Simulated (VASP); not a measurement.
Input of a VASP 6.6.1 run:

INCAR

```
SYSTEM = Os
  PREC = Accurate
  ENCUT = 520
  EDIFF = 1E-6
  ISMEAR = -1
  SIGMA = 0.1
  LREAL = .False.
  LASPH = .True.
  NELM = 60
  ALGO = Normal
  ISIF = 2
  LWAVE = .False.
  LCHARG = .False.
  NBANDS = 19
```

The input KPOINTS:

```
Automatic mesh
0
Gamma
  10 10 13
  0 0 0
```

The input POSCAR:

```
Os
1.0
    4.0876362584      0.0000000000      0.0000000000
   -2.0438181292      3.5399968412      0.0000000000
    0.0000000000      0.0000000000      2.5675524316
Os
3
Direct
    1.0000000000      0.0000000000      1.0000000000
    0.3333333333      0.6666666667      0.5000000000
    0.6666666667      0.3333333333      0.5000000000
```

Potentials or basis: VASP PAW LDA potentials, release 64 (Os).

Launch:

```console
$ cat potpaw_LDA.64/Os/POTCAR > POTCAR
$ mpirun -np 1 vasp_std > vasp.out
```

Question: Predict the pressure.

Answer: 74.8 GPa.

Question: Estimate the band gap on the k mesh.

Answer: Zero (bands 12 and 13 overlap by 3.34 eV).

Stress tensor (GPa, compression positive):
```
77.50  0.00  0.00
 0.00 77.50  0.00
 0.00  0.00 69.53
```

Caveat: the cell stands under pressure; spin-orbit coupling is left out, which moves the levels of the heavy elements.
